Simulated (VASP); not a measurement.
Input of a VASP 6.6.1 run:

Contents of INCAR:

```
SYSTEM = HfC
PREC = Accurate
ENCUT = 600
EDIFF = 1E-7
ISMEAR = -1
SIGMA = 0.05
LREAL = .FALSE.
LASPH = .TRUE.
NELM = 60
ALGO = Normal
ISIF = 3
LWAVE = .FALSE.
LCHARG = .FALSE.
GGA = B5
ALDAX = 1.0
AGGAX = 1.0
AGGAC = 1.0
ALDAC = 0.0
IVDW = 12
VDW_S6 = 1.0
VDW_S8 = 2.6996
VDW_A1 = 0.4298
VDW_A2 = 4.2359
IBRION = 2
NSW = 80
EDIFFG = -0.005
```

The input KPOINTS:

```
regular mesh
0
G
  10 10 10
  0 0 0
```

The input POSCAR:

```
HfC
1.0
    0.0000000000      2.3250000000      2.3250000000
    2.3250000000      0.0000000000      2.3250000000
    2.3250000000      2.3250000000      0.0000000000
Hf C
1 1
Direct
    0.5000000000      0.5000000000      0.5000000000
    0.0000000000      0.0000000000      0.0000000000
```

Potentials or basis: VASP PAW PBE potentials, release 64 (Hf_pv, C).

The run is started by

```bash
$ cat potpaw_PBE.64/Hf_pv/POTCAR potpaw_PBE.64/C/POTCAR > POTCAR
$ mpirun -np 1 vasp_std > vasp.out
```

Q: What does it give for the space group after relaxing (to 0.05 Å)?

A: Fm-3m (No. 225).

Q: What does it give for the dispersion energy per atom?

A: -0.860 eV.

Q: Estimate the relaxed cell.

A: a = 3.270 Å, b = 3.270 Å, c = 3.270 Å, α = 60.00°, β = 60.00°, γ = 60.00°.

Final structure:
```xyz
2
Lattice="0.0000 2.3124 2.3124 2.3124 0.0000 2.3124 2.3124 2.3124 0.0000" Properties=species:S:1:pos:R:3 pbc="T T T"
Hf    2.3124    2.3124    2.3124
C     0.0000    0.0000    0.0000
```
